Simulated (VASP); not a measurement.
# Se (P3_121) in VASP: notebook

Runs on Se. Level: PBE+D3(BJ). Tasks: single point.

Program: VASP 6.6.1. These are calculated values, not measurements. Logs are shortened: lines on timing, memory, paths and dates and some standing lists are left out, and cuts for length are marked.

## Step 1: The cell of the first run

Symmetry: P3_121, No. 152, trigonal system. The conventional cell has a = 4.295 Å, b = 4.295 Å, c = 4.601 Å, α = 90.00°, β = 90.00°, γ = 120.00°. Se (site symmetry 2) has 6 Se at 2.48 to 3.17 Å within 3.3 Å.

## Step 2: Single point, PBE+D3(BJ)

INCAR

```
PREC = Accurate
ENCUT = 520
EDIFF = 1E-7
ISMEAR = 0
SIGMA = 0.05
LREAL = F
LASPH = T
NELM = 80
ALGO = Normal
ISIF = 2
LWAVE = F
LCHARG = F
GGA = PE
IVDW = 12
NBANDS = 16
```

KPOINTS

```
Automatic mesh
0
Gamma
  9 9 8
```

POSCAR

```
Se
1.0
    4.2945953382      0.0000000000      0.0000000000
   -2.1472976691      3.7192286618      0.0000000000
    0.0000000000      0.0000000000      4.6012294453
Se
3
Direct
    0.2627083307      0.0000000000      0.3333333333
    0.0000000000      0.2627083307      0.6666666667
    0.7372916693      0.7372916693      0.0000000000
```

Potentials or basis: VASP PAW PBE potentials, release 64 (Se).

Launch:

```console
> cat potpaw_PBE.64/Se/POTCAR > POTCAR
> mpirun -np 1 vasp_std > vasp.out
```

OUTCAR:

```text
PREC = Accurate
   ENCUT = 520
   EDIFF = 1E-7
   ISMEAR = 0
   LREAL = F
   LASPH = T
   NELM = 80
   ISIF = 2
   GGA = PE
   IVDW = 12
 IVDW          = 12

 ion  position               nearest neighbor table
   1  0.263  0.000  0.333-   3 2.48   2 2.48
   2  0.000  0.263  0.667-   3 2.48   1 2.48
   3  0.737  0.737  0.000-   2 2.48   1 2.48

  LATTYP: Found a hexagonal cell.
 ALAT       =     4.2945953382
 C/A-ratio  =     1.0714000000

  Lattice vectors:

 A1 = (   4.2945953382,   0.0000000000,   0.0000000000)
 A2 = (  -2.1472976691,   3.7192286618,   0.0000000000)
 A3 = (   0.0000000000,   0.0000000000,   4.6012294453)

Analysis of symmetry for initial positions (statically):
=====================================================================
 Subroutine PRICEL returns:
 Original cell was already a primitive cell.

 Routine SETGRP: Setting up the symmetry group for a
 hexagonal supercell.

 Subroutine GETGRP returns: Found  6 space group operations
 (whereof  2 operations were pure point group operations)
 out of a pool of 24 trial point group operations.

The static configuration has the point symmetry C_2 .
 The point group associated with its full space group is D_3 .

Analysis of symmetry for dynamics (positions and initial velocities):
=====================================================================
 Subroutine PRICEL returns:
 Original cell was already a primitive cell.

 Routine SETGRP: Setting up the symmetry group for a
 hexagonal supercell.

 Subroutine GETGRP returns: Found  6 space group operations
 (whereof  2 operations were pure point group operations)
 out of a pool of 24 trial point group operations.

The dynamic configuration has the point symmetry C_2 .
 The point group associated with its full space group is D_3 .

 Subroutine INISYM returns: Found  6 space group operations
 (whereof  2 operations are pure point group operations),
 and found     1 'primitive' translations

----------------------------------------------------------------------------------------

                                     Primitive cell

  volume of cell :      73.4935

  direct lattice vectors                    reciprocal lattice vectors
     4.294595338  0.000000000  0.000000000     0.232850809  0.134436477  0.000000000
    -2.147297669  3.719228662  0.000000000     0.000000000  0.268872955  0.000000000
     0.000000000  0.000000000  4.601229445     0.000000000  0.000000000  0.217333218

  length of vectors
     4.294595338  4.294595338  4.601229445     0.268872955  0.268872955  0.217333218

  position of ions in fractional coordinates (direct lattice)
     0.262708331  0.000000000  0.333333333
     0.000000000  0.262708331  0.666666667
     0.737291669  0.737291669  0.000000000

  ion indices of the primitive-cell ions
   primitive index   ion index
                 1           1
                 2           2
                 3           3

----------------------------------------------------------------------------------------

 KPOINTS: Automatic mesh

Automatic generation of k-mesh.
 Grid dimensions read from file:
 generate k-points for:    9    9    8

 Generating k-lattice:

  Cartesian coordinates                     Fractional coordinates (reciprocal lattice)
     0.025872312  0.014937386  0.000000000     0.111111111  0.000000000  0.000000000
     0.000000000  0.029874773  0.000000000     0.000000000  0.111111111  0.000000000
     0.000000000  0.000000000  0.027166652     0.000000000  0.000000000  0.125000000

  Length of vectors
     0.029874773  0.029874773  0.027166652

  Shift w.r.t. Gamma in fractional coordinates (k-lattice)
     0.000000000  0.000000000  0.000000000

 Subroutine IBZKPT returns following result:
 ===========================================

 Found     81 irreducible k-points:

 Following reciprocal coordinates:
            Coordinates               Weight
  0.000000  0.000000  0.000000      1.000000
  0.111111  0.000000  0.000000      6.000000
  0.222222 -0.000000  0.000000      6.000000
  0.333333  0.000000  0.000000      6.000000
  0.444444 -0.000000  0.000000      6.000000
  0.111111  0.111111  0.000000      6.000000
[... 16 lines left out ...]
  0.222222  0.111111  0.125000     12.000000
 -0.111111  0.333333  0.125000     12.000000
 [... further k-points ...]
   k-points           NKPTS =     81   k-points in BZ     NKDIM =     81   number of bands    NBANDS=     16
   number of dos      NEDOS =    301   number of ions     NIONS =      3
   total plane-waves  NPLWV =  36864
   dimension x,y,z NGX =    32 NGY =   32 NGZ =   36
   dimension x,y,z NGXF=    64 NGYF=   64 NGZF=   72
   ions per type =               3
   NGX,Y,Z   is equivalent  to a cutoff of  12.39, 12.39, 13.01 a.u.
   NGXF,Y,Z  is equivalent  to a cutoff of  24.77, 24.77, 26.01 a.u.
 SYSTEM =  unknown system
   PREC   = accura    normal or accurate (medium, high low for compatibility)
   ISTART =      0    job   : 0-new  1-cont  2-samecut
   ICHARG =      2    charge: 1-file 2-atom 10-const
   ISPIN  =      1    spin polarized calculation?
   LNONCOLLINEAR =      F non collinear calculations
   LSORBIT =      F    spin-orbit coupling
   LASPH  =      T    aspherical Exc in radial PAW
   ENCUT  =  520.0 eV  38.22 Ry    6.18 a.u.   7.99  7.99  8.56*2*pi/ulx,y,z
   NELM   =     80;   NELMIN=  2; NELMDL= -5     # of ELM steps
   EDIFF  = 0.1E-06   stopping-criterion for ELM
   LREAL  =      F    real-space projection
   EDIFFG = 0.1E-05   stopping-criterion for IOM
   NSW    =      0    number of steps for IOM
   IBRION =     -1    ionic relax: 0-MD 1-quasi-New 2-CG
   NFREE  =      0    steps in history (QN), initial steepest desc. (CG)
   ISIF   =      2    stress and relaxation
   ISYM   =      2    0-nonsym 1-usesym 2-fastsym
   POTIM  = 0.5000    time-step for ionic-motion
   TEBEG  =    0.0;   TEEND  =   0.0 temperature during run
   PSTRESS=    0.0 pullay stress
   NELECT =      18.0000    total number of electrons
   NUPDOWN=      -1.0000    fix difference up-down
   EMIN   =  10.00;   EMAX   =-10.00  energy-range for DOS
   EFERMI =   0.00;   METHOD = LEGACY
   ISMEAR =     0;   SIGMA  =   0.05  broadening in eV -4-tet -1-fermi 0-gaus
   EFERMI_NEDOS =   21; number of points for ismear=-14 and -15
   IALGO  =     38    algorithm
   IMIX   =      4    mixing-type and parameters
     AMIX     =   0.40;   BMIX     =  1.00
     AMIX_MAG =   1.60;   BMIX_MAG =  1.00
  volume/ion in A,a.u.               =      24.50       165.32
  Fermi-wavevector in a.u.,A,eV,Ry     =   1.024274  1.935597 14.274368  1.049136
  Thomas-Fermi vector in A             =   2.158052
   LORBIT       =      0    0 simple, 1 ext, 2 COOP (PROOUT), +10 PAW based schemes
   GGA     = PE    functional components
   LHFCALC =     F    Hartree Fock is set to
   AEXX    =    0.0000 exact exchange contribution
   IVDW    =    12    specifies the selected vdW correction
   LEPSILON=     F    determine dielectric tensor
   LRPA    =     F    only Hartree local field effects (RPA)
 non-spin polarized calculation
 Gauss-broadening in eV      SIGMA  =   0.05
  energy-cutoff  :      520.00
  volume of cell :       73.49
 maximum number of plane-waves:      2004
   NGX = 15   NGY = 15   NGZ = 17

 number of electron      18.0000001 magnetization

 Free energy of the ion-electron system (eV)
  ---------------------------------------------------
  ext. energy  EPLUGINS =         0.00000000
  ---------------------------------------------------
  free energy    TOTEN  =       -10.23749104 eV

  energy without entropy =      -10.23693202  energy(sigma->0) =      -10.23721153

 E-fermi :   4.0348     XC(G=0):  -9.4456

 val. band max:        4.0318909091   @ k =   0.0000   0.1111   0.3750
 cond. band min:       4.0929769155   @ k =   0.0000   0.0000   0.3750
 fundamental gap:      0.0610860064
 Fermi energy:         4.0348169758

 k-point     1 :       0.0000    0.0000    0.0000
  band No.  band energies     occupation
      1     -12.1526      2.00000
      2      -7.8756      2.00000
      3      -7.8756      2.00000
      4      -0.5633      2.00000
      5       0.0916      2.00000
      6       0.0916      2.00000
[... 8 lines left out ...]
     15      10.8721      0.00000
     16      11.9729      0.00000

 k-point     2 :       0.1111    0.0000    0.0000
  band No.  band energies     occupation
      1     -12.0758      2.00000
      2      -7.9630      2.00000
      3      -7.8870      2.00000
      4      -0.8020      2.00000
      5      -0.2247      2.00000
      6      -0.0637      2.00000
[... 8 lines left out ...]
     15      11.2775      0.00000
     16      11.8926      0.00000

 k-point     3 :       0.2222   -0.0000    0.0000
  band No.  band energies     occupation
      1     -11.8591      2.00000
      2      -8.2269      2.00000
      3      -7.9134      2.00000
      4      -1.1608      2.00000
      5      -0.6301      2.00000
      6      -0.3207      2.00000
[... 8 lines left out ...]
     15      11.6028      0.00000
     16      12.5682      0.00000

 k-point     4 :       0.3333    0.0000    0.0000
  band No.  band energies     occupation
      1     -11.5554      2.00000
      2      -8.6152      2.00000
      3      -7.9400      2.00000
      4      -1.2610      2.00000
      5      -0.9383      2.00000
      6      -0.4511      2.00000
[... 8 lines left out ...]
     15      12.0944      0.00000
     16      13.4302      0.00000
[... 324 lines left out ...]
 k-point    22 :       0.1111    0.1111    0.1250
  band No.  band energies     occupation
      1     -11.8496      2.00000
      2      -8.7120      2.00000
      3      -7.4150      2.00000
      4      -1.1093      2.00000
      5      -0.5503      2.00000
      6      -0.0291      2.00000
[... 8 lines left out ...]
     15      11.4883      0.00000
     16      12.2962      0.00000

 k-point    23 :       0.2222    0.1111    0.1250
  band No.  band energies     occupation
      1     -11.5921      2.00000
      2      -8.7580      2.00000
      3      -7.7555      2.00000
      4      -1.3364      2.00000
      5      -0.7091      2.00000
      6      -0.0331      2.00000
[... 8 lines left out ...]
     15      11.9399      0.00000
     16      12.4906      0.00000

 k-point    24 :      -0.1111    0.3333    0.1250
  band No.  band energies     occupation
      1     -11.5881      2.00000
      2      -8.8323      2.00000
      3      -7.6459      2.00000
      4      -1.5810      2.00000
      5      -0.7133      2.00000
      6      -0.2804      2.00000
[... 8 lines left out ...]
     15      12.7079      0.00000
     16      13.3347      0.00000

 [... further k-points ...]

------------------------ aborting loop because EDIFF is reached ----------------------------------------

 Edisp (eV)   -1.06694

 E8    (eV) :    -0.4404

  FORCE on cell =-STRESS in cart. coord.  units (eV):
  Direction    XX          YY          ZZ          XY          YZ          ZX
  --------------------------------------------------------------------------------------
  -------------------------------------------------------------------------------------
  Total      -1.01409    -1.01409     1.14517     0.00000     0.00000     0.00000
  in kB     -22.10741   -22.10741    24.96508     0.00000     0.00000     0.00000
  external pressure =       -6.42 kB  Pullay stress =        0.00 kB

 VOLUME and BASIS-vectors are now :
 -----------------------------------------------------------------------------
  energy-cutoff  :      520.00
  volume of cell :       73.49
      direct lattice vectors                 reciprocal lattice vectors
     4.294595338  0.000000000  0.000000000     0.232850809  0.134436477  0.000000000
    -2.147297669  3.719228662  0.000000000     0.000000000  0.268872955  0.000000000
     0.000000000  0.000000000  4.601229445     0.000000000  0.000000000  0.217333218

 POSITION                                       TOTAL-FORCE (eV/Angst)
 -----------------------------------------------------------------------------------
      1.12823      0.00000      1.53374        -0.428860     -0.000000     -0.000000
     -0.56411      0.97707      3.06749         0.214430     -0.371404      0.000000
      1.58318      2.74216      0.00000         0.214430      0.371404      0.000000
 -----------------------------------------------------------------------------------
    total drift:                                0.000000      0.000000     -0.000000

  FREE ENERGIE OF THE ION-ELECTRON SYSTEM (eV)
  ---------------------------------------------------
  free  energy   TOTEN  =       -11.3044322226 eV

  energy  without entropy=      -11.3038732037  energy(sigma->0) =      -11.30415271
```

Wall time 1.7 min (1 thread of Intel Xeon 8259CL, shared host); peak memory 0.23 GiB.

Results:

- Free energy: -11.3044 eV
- Pressure: -0.6 GPa
- Largest force: 0.429 eV/Å
- Band gap on the k mesh: zero (bands 9 and 10 overlap by 0.27 eV)
- Dispersion energy per atom: -0.356 eV

Forces on the atoms (eV/Å):
```
Se  -0.429  0.000  0.000
Se   0.214 -0.371  0.000
Se   0.214  0.371  0.000
```

Stress tensor (GPa, compression positive):
```
-2.21  0.00  0.00
 0.00 -2.21  0.00
 0.00  0.00  2.50
```

Levels at points of the mesh, in eV from the Fermi level:
```csv
k point,band 7,band 8,band 9,band 10,band 11,band 12
"(0.00, 0.00, 0.00)",-2.53,-2.53,-1.34,0.95,1.41,1.41
"(0.00, 0.00, 0.50)",-2.19,-2.19,-1.41,-0.19,-0.19,0.49
```

(Continued in part 2 of 2.)

The gap in the log of VASP goes by the Fermi energy; the results here count the filled bands.